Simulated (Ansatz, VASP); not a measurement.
## One calculation of BaCaBr4, two programs

Contents of INCAR:

```
PREC     = Accurate       # precision mode
ENCUT    = 600            # plane-wave cutoff, eV
EDIFF    = 1E-6           # SCF threshold, eV
ISMEAR   = 0              # smearing method
SIGMA    = 0.1            # smearing width, eV
LREAL    = F              # projectors in reciprocal space
LASPH    = T              # aspherical terms in the spheres
NELM     = 80             # most SCF steps
ALGO     = Normal         # electronic algorithm
ISIF     = 3              # what is computed and relaxed
LWAVE    = F              # write WAVECAR
LCHARG   = F              # write CHGCAR
GGA      = PE             # functional
IBRION   = 2              # ionic algorithm
NSW      = 90             # ionic steps
EDIFFG   = -0.04          # ionic threshold
```

KPOINTS

```
Automatic mesh
0
Gamma
  4 4 4
```

File POSCAR:

```
BaCaBr4
1.0
    6.5138363800      0.0000000000      0.0000000000
    0.0000000000      6.5138363800      0.0000000000
    0.0000000000      0.0000000000      4.9663996900
Ba Ca Br
1 1 4
Direct
    0.5000000000      0.5000000000      0.0000000000
    0.0000000000      0.0000000000      0.5000000000
    0.6813544100      0.0000000000      0.5000000000
    0.3186455900      0.0000000000      0.5000000000
    0.0000000000      0.6813544100      0.5000000000
    0.0000000000      0.3186455900      0.5000000000
```

Input for Ansatz:

```yaml
crystal:
  lattice:
    - [6.51383638, 0.0, 0.0]
    - [0.0, 6.51383638, 0.0]
    - [0.0, 0.0, 4.96639969]
  atoms:
    - { symbol: Ba, position: [0.5, 0.5, 0.0] }
    - { symbol: Ca, position: [0.0, 0.0, 0.5] }
    - { symbol: Br, position: [0.68135441, 0.0, 0.5] }
    - { symbol: Br, position: [0.31864559, 0.0, 0.5] }
    - { symbol: Br, position: [0.0, 0.68135441, 0.5] }
    - { symbol: Br, position: [0.0, 0.31864559, 0.5] }
basis:
  ecutwfc: 420
kpoints:
  mp_grid: { grid: [4, 4, 4] }
hamiltonian:
  xc: pbe
scf:
  occupations: { method: gaussian, width: 0.1 }
  lower_state_search: "off"
output:
  forces: true
  stress: true
  eigenvalues: true
relax:
  adjacent_minimum: "off"
  f_tol: 0.04
  max_steps: 70
  cell: { stress_tol: 0.4 }
```

Alike in both runs: task relaxation of cell and atoms; functional PBE; k mesh 4 × 4 × 4; occupations gaussian, width 0.1 eV; no spin polarisation.

|  | VASP | Ansatz |
| --- | --- | --- |
| version | VASP 6.6.1 | Ansatz 0.2.0 |
| potentials or method | VASP PAW PBE potentials, release 64 (Ba_sv, Ca_sv, Br), cutoff 600 eV | scalar-relativistic, plane waves, PAW |
| valence electrons in the cell | 48 | 48 |

VASP gave:

```
gap on the k mesh at the Fermi level, each at its own relaxed structure (eV)  : none
relaxed volume (Å³/atom)                                                      : 54.51
relaxed length of the cell vector where the two differ most in proportion (Å) : 4.536
```

Task: Estimate Ansatz's values.

Result: gap on the k mesh at the Fermi level, each at its own relaxed structure (eV): none; relaxed volume (Å³/atom): 53.81; relaxed length of the cell vector where the two differ most in proportion (Å): 4.499.

A gap of «none» marks a metal or a gap that the smearing closes.

Spin-orbit coupling is off throughout. Noted on VASP's run: the volume moved by over 15 % at a fixed basis, so the end points are rough.
